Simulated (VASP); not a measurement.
# FeO: single point with PBE

**Experimental background.**

“W\"ustite: Electric, thermodynamic and optical properties of FeO”, 2012, arxiv:1203.1201 quotes, for a bulk crystal of FeO: band gap 2.4 eV (optical).

FeO:

```
CELL_PARAMETERS angstrom
0.00000 2.15540 2.15540
2.15540 0.00000 2.15540
2.15540 2.15540 0.00000
ATOMIC_POSITIONS crystal
Fe 0.00000 0.00000 0.00000
O 0.50000 0.50000 0.50000
```

```yaml
Program: VASP 6.6.1
Task: single point
Functional: PBE
Potentials_or_basis: VASP PAW PBE potentials, release 64 (Fe, O)
Cutoff: 520 eV
k_mesh: 11 × 11 × 11
Occupations: gaussian, width 0.022 eV
Spin: collinear spin, ferromagnetic start
Starting_moments: "[3.0, 0.0] μB"
```

| Property | Result |
| --- | --- |
| Pressure | -0.2 GPa |
| Band gap on the k mesh | zero (filled and empty bands overlap) |
| Net moment | 4.00 μB per cell |
| Site moments | Fe +3.62; O +0.30 μB |
| Valence electrons inside the program's atomic spheres | Fe 6.73; O 4.99 |

Levels at points of the mesh, in eV from the Fermi level:
Spin up:
| k point | band 6 | band 7 | band 8 | band 9 | band 10 | band 11 | band 12 | band 13 |
| --- | --- | --- | --- | --- | --- | --- | --- | --- |
| (0.00, 0.00, 0.00) | -3.80 | -3.80 | -3.68 | -3.68 | 0.09 | 15.47 | 17.03 | 17.03 |
Spin down:
```tsv
k point	band 3	band 4	band 5	band 6	band 7	band 8
(0.00, 0.00, 0.00)	-3.24	-3.24	-0.74	-0.74	-0.74	0.19
```

Wall time 17 s on 1 thread of Intel(R) Xeon(R) 6975P-C (Granite Rapids) (shared host), peak memory 0.16 GiB.

A measured gap of FeO is 2.4 eV (optical; quoted in “W\"ustite: Electric, thermodynamic and optical properties of FeO”, 2012, arxiv:1203.1201); the calculated 0.00 eV misses it by -2.40 eV. So large a miss can be the level of theory's own, or it may mean another phase, state or a wrong row. The value is that of PBE on a finite k mesh, which can miss the band edges, without temperature or zero-point motion. Semilocal functionals fall short of measured gaps as a rule. The run's magnetic order (collinear spin, ferromagnetic start) needn't be the measured crystal's.

Caveat: a cell with one magnetic atom can't hold antiferromagnetic order, which such compounds often take; semilocal functionals often make such compounds metallic where correlation or magnetic order opens a gap, which also shifts bond lengths.
